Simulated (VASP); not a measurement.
# Be27S in VASP: a series of runs

Be27S is run at these levels: PBE; tasks: single point.

Everything below comes from runs of VASP 6.6.1. Logs are shortened: lines on timing, memory, paths and dates and some standing lists are left out, and cuts for length are marked.

### 1 The cell of the first run

The cell holds a slab with vacuum, 28 atoms: a = 6.870 Å, b = 6.870 Å, c = 14.588 Å, α = 90.00°, β = 90.00°, γ = 60.00°.

### 2 Single point, PBE

The input, INCAR:

```
  PREC = Accurate
  ENCUT = 520
  EDIFF = 1E-6
  ISMEAR = -1
  SIGMA = 0.1
  LREAL = Auto
  LASPH = True
  NELM = 60
  ALGO = Normal
  ISIF = 2
  LWAVE = False
  LCHARG = False
  GGA = PE
  NBANDS = 50
```

The input, KPOINTS:

```
Automatic mesh
0
Gamma
  4 4 1
```

The input, POSCAR:

```
Be27S
1.0
    6.8700000000      0.0000000000      0.0000000000
    3.4350000000      5.9495950000      0.0000000000
    0.0000000000      0.0000000000     14.5884300000
Be S
27 1
Direct
    0.0000000000      0.0000000000      0.0685475000
    0.3333333000      0.0000000000      0.0685475000
    0.6666667000      0.0000000000      0.0685475000
    0.0000000000      0.3333333000      0.0685475000
    0.3333333000      0.3333333000      0.0685475000
    0.6666667000      0.3333333000      0.0685475000
    0.0000000000      0.6666667000      0.0685475000
    0.3333333000      0.6666667000      0.0685475000
    0.6666667000      0.6666667000      0.0685475000
   -0.1115303926      0.2230994681      0.1947366482
    0.2175414097      0.2245232565      0.1951463792
    0.5578630758      0.2244116282      0.1951311227
   -0.1113077182      0.5552264855      0.1946877782
    0.2222326570      0.5556210241      0.1914761652
    0.5559759381      0.5552981665      0.1946742039
   -0.1113219717      0.8889116973      0.1914743961
    0.2224150152      0.8888214615      0.1914719882
    0.5576850956      0.8846783458      0.1951588604
    0.0046468044     -0.0093257828      0.3163570429
    0.3336970141      0.0006403618      0.3168342591
    0.6655827661      0.0006444883      0.3168359279
    0.0076984205      0.3294509043      0.3229255827
    0.3337000501      0.3324366337      0.3168227172
    0.6627404047      0.3293646970      0.3228493910
    0.0046477694      0.6714677992      0.3164094706
    0.3237921151      0.6714700957      0.3164315959
    0.6625876241      0.6748475125      0.3227192365
    0.7771161589      0.4452467662      0.4277803170
```

Potentials or basis: VASP PAW PBE potentials, release 64 (Be, S).

Command:

```bash
> cat potpaw_PBE.64/Be/POTCAR potpaw_PBE.64/S/POTCAR > POTCAR
> mpirun -np 1 vasp_std > vasp.out
```

OUTCAR:

```text
PREC = Accurate
   ENCUT = 520
   EDIFF = 1E-6
   ISMEAR = -1
   LREAL = Auto
   LASPH = True
   NELM = 60
   ISIF = 2
   GGA = PE

 ion  position               nearest neighbor table
   1  0.000  0.000  0.069-  17 2.23  16 2.23  10 2.27   3 2.29   2 2.29   8 2.29   4 2.29   6 2.29
                             7 2.29
   2  0.333  0.000  0.069-  17 2.23  18 2.28  11 2.28   1 2.29   4 2.29   5 2.29   8 2.29   9 2.29
                             3 2.29
   3  0.667  0.000  0.069-  16 2.23  18 2.28  12 2.28   1 2.29   6 2.29   7 2.29   9 2.29   5 2.29
                             2 2.29
   4  0.000  0.333  0.069-  11 2.26  13 2.26  10 2.26   6 2.29   5 2.29   2 2.29   1 2.29   9 2.29
                             7 2.29
   5  0.333  0.333  0.069-  14 2.23  12 2.28  11 2.28   4 2.29   2 2.29   3 2.29   7 2.29   6 2.29
                             8 2.29
   6  0.667  0.333  0.069-  12 2.26  15 2.26  10 2.27   4 2.29   1 2.29   3 2.29   5 2.29   9 2.29
                             8 2.29
   7  0.000  0.667  0.069-  14 2.23  16 2.23  13 2.27   9 2.29   8 2.29   3 2.29   1 2.29   5 2.29
                             4 2.29
   8  0.333  0.667  0.069-  17 2.23  14 2.23  15 2.27   7 2.29   1 2.29   2 2.29   9 2.29   6 2.29
                             5 2.29
   9  0.667  0.667  0.069-  18 2.26  15 2.27  13 2.27   7 2.29   3 2.29   2 2.29   4 2.29   8 2.29
[... 22 lines left out ...]
                            26 2.30
  21  0.666  0.001  0.317-  12 2.22  18 2.22  27 2.25  24 2.25  16 2.26  23 2.28  20 2.28  19 2.30
                            25 2.30
  22  0.008  0.329  0.323-  28 2.05  11 2.24  20 2.25  23 2.25  10 2.30  13 2.30  19 2.34  25 2.34
                            24 2.37  27 2.37
  23  0.334  0.332  0.317-  11 2.22  12 2.22  22 2.25  24 2.25  14 2.26  20 2.28  21 2.28  25 2.30
                            26 2.30
  24  0.663  0.329  0.323-  28 2.05  12 2.24  21 2.25  23 2.25  10 2.30  15 2.30  19 2.34  26 2.34
                            22 2.37  27 2.37
  25  0.005  0.671  0.316-  26 2.19  19 2.19  16 2.24  14 2.24  13 2.25  23 2.30  21 2.30  27 2.34
                            22 2.34
  26  0.324  0.671  0.316-  25 2.19  19 2.19  17 2.24  14 2.24  15 2.25  23 2.30  20 2.30  27 2.34
                            24 2.34
  27  0.663  0.675  0.323-  28 2.05  18 2.24  21 2.25  20 2.25  13 2.30  15 2.30  25 2.34  26 2.34
                            22 2.37  24 2.37
  28  0.777  0.445  0.428-  27 2.05  24 2.05  22 2.05

  LATTYP: Found a hexagonal cell.
 ALAT       =     6.8700004122
 C/A-ratio  =     2.1234976892

  Lattice vectors:

 A1 = (  -3.4350000000,  -5.9495950000,   0.0000000000)
 A2 = (   6.8700000000,   0.0000000000,   0.0000000000)
 A3 = (   0.0000000000,   0.0000000000,  14.5884300000)

Analysis of symmetry for initial positions (statically):
=====================================================================
 Subroutine PRICEL returns:
 Original cell was already a primitive cell.

 Routine SETGRP: Setting up the symmetry group for a
 hexagonal supercell.

 Subroutine GETGRP returns: Found  1 space group operations
 (whereof  1 operations were pure point group operations)
 out of a pool of 24 trial point group operations.

The static configuration has the point symmetry C_1 .

Analysis of symmetry for dynamics (positions and initial velocities):
=====================================================================
 Subroutine PRICEL returns:
 Original cell was already a primitive cell.

 Routine SETGRP: Setting up the symmetry group for a
 hexagonal supercell.

 Subroutine GETGRP returns: Found  1 space group operations
 (whereof  1 operations were pure point group operations)
 out of a pool of 24 trial point group operations.

The dynamic configuration has the point symmetry C_1 .

 Subroutine INISYM returns: Found  1 space group operations
 (whereof  1 operations are pure point group operations),
 and found     1 'primitive' translations

----------------------------------------------------------------------------------------

                                     Primitive cell

  volume of cell :     596.2834

  direct lattice vectors                    reciprocal lattice vectors
     6.870000000  0.000000000  0.000000000     0.145560408 -0.084039334  0.000000000
     3.435000000  5.949595000  0.000000000     0.000000000  0.168078668  0.000000000
     0.000000000  0.000000000 14.588430000     0.000000000  0.000000000  0.068547472

  length of vectors
     6.870000000  6.870000412 14.588430000     0.168078678  0.168078668  0.068547472

[... 66 lines left out ...]
 Grid dimensions read from file:
 generate k-points for:    4    4    1

 Generating k-lattice:

  Cartesian coordinates                     Fractional coordinates (reciprocal lattice)
     0.036390102 -0.021009833  0.000000000     0.250000000 -0.000000000  0.000000000
     0.000000000  0.042019667  0.000000000     0.000000000  0.250000000  0.000000000
     0.000000000  0.000000000  0.068547472     0.000000000  0.000000000  1.000000000

  Length of vectors
     0.042019669  0.042019667  0.068547472

  Shift w.r.t. Gamma in fractional coordinates (k-lattice)
     0.000000000  0.000000000  0.000000000

 Subroutine IBZKPT returns following result:
 ===========================================

 Found     10 irreducible k-points:

 Following reciprocal coordinates:
            Coordinates               Weight
  0.000000  0.000000  0.000000      1.000000
  0.250000 -0.000000  0.000000      2.000000
  0.250000  0.250000  0.000000      2.000000
  0.000000  0.250000  0.000000      2.000000
  0.500000 -0.000000  0.000000      1.000000
  0.500000  0.500000  0.000000      1.000000
  0.000000  0.500000  0.000000      1.000000
  0.500000  0.250000  0.000000      2.000000
  0.250000  0.500000  0.000000      2.000000
 -0.250000  0.250000  0.000000      2.000000
   k-points           NKPTS =     10   k-points in BZ     NKDIM =     10   number of bands    NBANDS=     50
   number of dos      NEDOS =    301   number of ions     NIONS =     28
   total plane-waves  NPLWV = 314928
   dimension x,y,z NGX =    54 NGY =   54 NGZ =  108
   dimension x,y,z NGXF=   108 NGYF=  108 NGZF=  216
   ions per type =              27   1
   NGX,Y,Z   is equivalent  to a cutoff of  13.07, 13.07, 12.31 a.u.
   NGXF,Y,Z  is equivalent  to a cutoff of  26.13, 26.13, 24.61 a.u.
 SYSTEM =  unknown system
   PREC   = accura    normal or accurate (medium, high low for compatibility)
   ISTART =      0    job   : 0-new  1-cont  2-samecut
   ICHARG =      2    charge: 1-file 2-atom 10-const
   ISPIN  =      1    spin polarized calculation?
   LNONCOLLINEAR =      F non collinear calculations
   LSORBIT =      F    spin-orbit coupling
   LASPH  =      T    aspherical Exc in radial PAW
   ENCUT  =  520.0 eV  38.22 Ry    6.18 a.u.  12.77 12.77 27.12*2*pi/ulx,y,z
   NELM   =     60;   NELMIN=  2; NELMDL= -5     # of ELM steps
   EDIFF  = 0.1E-05   stopping-criterion for ELM
   LREAL  =      T    real-space projection
   EDIFFG = 0.1E-04   stopping-criterion for IOM
   NSW    =      0    number of steps for IOM
   IBRION =     -1    ionic relax: 0-MD 1-quasi-New 2-CG
   NFREE  =      0    steps in history (QN), initial steepest desc. (CG)
   ISIF   =      2    stress and relaxation
   ISYM   =      2    0-nonsym 1-usesym 2-fastsym
   POTIM  = 0.5000    time-step for ionic-motion
   TEBEG  =    0.0;   TEEND  =   0.0 temperature during run
   PSTRESS=    0.0 pullay stress
   NELECT =      60.0000    total number of electrons
   NUPDOWN=      -1.0000    fix difference up-down
   EMIN   =  10.00;   EMAX   =-10.00  energy-range for DOS
   EFERMI =   0.00;   METHOD = LEGACY
   ISMEAR =    -1;   SIGMA  =   0.10  broadening in eV -4-tet -1-fermi 0-gaus
   EFERMI_NEDOS =   21; number of points for ismear=-14 and -15
   IALGO  =     38    algorithm
   IMIX   =      4    mixing-type and parameters
     AMIX     =   0.40;   BMIX     =  1.00
     AMIX_MAG =   1.60;   BMIX_MAG =  1.00
  volume/ion in A,a.u.               =      21.30       143.71
  Fermi-wavevector in a.u.,A,eV,Ry     =   0.761449  1.438931  7.888727  0.579805
  Thomas-Fermi vector in A             =   1.860692
   LORBIT       =      0    0 simple, 1 ext, 2 COOP (PROOUT), +10 PAW based schemes
   GGA     = PE    functional components
   LHFCALC =     F    Hartree Fock is set to
   AEXX    =    0.0000 exact exchange contribution
   IVDW    =     0    specifies the selected vdW correction
   LEPSILON=     F    determine dielectric tensor
   LRPA    =     F    only Hartree local field effects (RPA)
 non-spin polarized calculation
  energy-cutoff  :      520.00
  volume of cell :      596.28
 maximum number of plane-waves:     16072
 NGX is ok and might be reduce to    54
   NGX = 25   NGY = 25   NGZ = 55

 number of electron      60.0000001 magnetization

 Free energy of the ion-electron system (eV)
  ---------------------------------------------------
  ext. energy  EPLUGINS =         0.00000000
  ---------------------------------------------------
  free energy    TOTEN  =       -98.31757976 eV

  energy without entropy =      -98.03853899  energy(sigma->0) =      -98.17805937

 E-fermi :  -0.5759     XC(G=0):  -5.5040

 val. band max:       -0.6030950551   @ k =   0.5000  -0.0000   0.0000
 cond. band min:      -0.5473199710   @ k =   0.2500  -0.0000   0.0000
 fundamental gap:      0.0557750841
 Fermi energy:        -0.5759070446

 k-point     1 :       0.0000    0.0000    0.0000
  band No.  band energies     occupation
      1     -13.8238      2.00000
      2     -10.1757      2.00000
      3      -7.9479      2.00000
      4      -7.1311      2.00000
      5      -7.1277      2.00000
      6      -7.1259      2.00000
[... 439 lines left out ...]
     41       3.3490      0.00000
     42       3.6883      0.00000
 [bands above 42 left out]

------------------------ aborting loop because EDIFF is reached ----------------------------------------

  FORCE on cell =-STRESS in cart. coord.  units (eV):
  Direction    XX          YY          ZZ          XY          YZ          ZX
  --------------------------------------------------------------------------------------
  -------------------------------------------------------------------------------------
  Total      -16.5515728    -16.5217497      0.1435308      0.0081267     -0.0213405      0.0100642
  in kB      -44.4730744    -44.3929418      0.3856586      0.0218359     -0.0573407      0.0270418
  external PRESSURE =     -29.4934525 kB  Pullay stress =       0.0000000 kB

 VOLUME and BASIS-vectors are now :
 -----------------------------------------------------------------------------
  energy-cutoff  :      520.00
  volume of cell :      596.28
      direct lattice vectors                 reciprocal lattice vectors
     6.870000000  0.000000000  0.000000000     0.145560408 -0.084039334  0.000000000
     3.435000000  5.949595000  0.000000000     0.000000000  0.168078668  0.000000000
     0.000000000  0.000000000 14.588430000     0.000000000  0.000000000  0.068547472

 POSITION                                       TOTAL-FORCE (eV/Angst)
 -----------------------------------------------------------------------------------
      0.00000      0.00000      1.00000        -0.000207      0.294792      0.023979
      2.29000      0.00000      1.00000        -0.041777     -0.024611     -0.099037
      4.58000      0.00000      1.00000         0.041656     -0.024648     -0.099908
      1.14500      1.98320      1.00000         0.188351     -0.109754      0.059620
      3.43500      1.98320      1.00000        -0.000155      0.049532     -0.097866
      5.72500      1.98320      1.00000        -0.189392     -0.110747      0.058846
[... 20 lines left out ...]
      6.87008      4.01507      4.70797        -0.000502     -0.012367      0.007731
      6.86821      2.64904      6.24064         0.000518     -0.002996     -0.008651
 -----------------------------------------------------------------------------------
    total drift:                                0.000331     -0.001390      0.002470

  FREE ENERGIE OF THE ION-ELECTRON SYSTEM (eV)
  ---------------------------------------------------
  free  energy   TOTEN  =       -98.3175797562 eV

  energy  without entropy=      -98.0385389936  energy(sigma->0) =      -98.17805937
```

Wall time 6.2 min (1 thread of Intel Xeon 6975P-C (Granite Rapids), shared host); peak memory 0.71 GiB.

What came out:

| Item | Value |
| --- | --- |
| Free energy | -98.3176 eV |
| Largest force | 0.296 eV/Å |
| Band gap on the k mesh | zero (bands 30 and 31 overlap by 0.63 eV) |

Forces on the atoms (eV/Å):
```
Be   0.000  0.295  0.024
Be  -0.042 -0.025 -0.099
Be   0.042 -0.025 -0.100
Be   0.188 -0.110  0.060
Be   0.000  0.050 -0.098
Be  -0.189 -0.111  0.059
Be  -0.253 -0.145  0.025
Be   0.252 -0.145  0.026
Be   0.000  0.223  0.058
Be   0.000 -0.002  0.004
Be   0.003 -0.001 -0.006
Be  -0.002  0.000 -0.004
Be  -0.001 -0.001  0.005
Be   0.000 -0.002  0.001
Be   0.000  0.000  0.004
Be  -0.001  0.001  0.001
Be   0.002  0.001  0.001
Be  -0.001  0.002 -0.006
Be   0.000  0.004  0.005
Be  -0.004 -0.001  0.006
Be   0.004 -0.002  0.006
Be  -0.009  0.006  0.006
Be   0.001  0.003  0.005
Be   0.010  0.006  0.007
Be  -0.004 -0.003  0.005
Be   0.005 -0.003  0.006
Be  -0.001 -0.012  0.008
S    0.001 -0.003 -0.009
```

Levels at points of the mesh, in eV from the Fermi level:
| k point | band 27 | band 28 | band 29 | band 30 | band 31 | band 32 | band 33 | band 34 |
| --- | --- | --- | --- | --- | --- | --- | --- | --- |
| (0.00, 0.00, 0.00) | -0.37 | -0.30 | -0.29 | 0.60 | 0.71 | 0.72 | 0.83 | 0.83 |
| (0.50, 0.00, 0.00) | -0.84 | -0.55 | -0.32 | -0.16 | -0.03 | 0.20 | 0.70 | 1.65 |
| (0.50, 0.50, 0.00) | -0.84 | -0.55 | -0.31 | -0.16 | -0.03 | 0.20 | 0.70 | 1.65 |
| (0.00, 0.50, 0.00) | -0.84 | -0.55 | -0.31 | -0.17 | -0.03 | 0.20 | 0.70 | 1.65 |

[end of part 1 of 2]
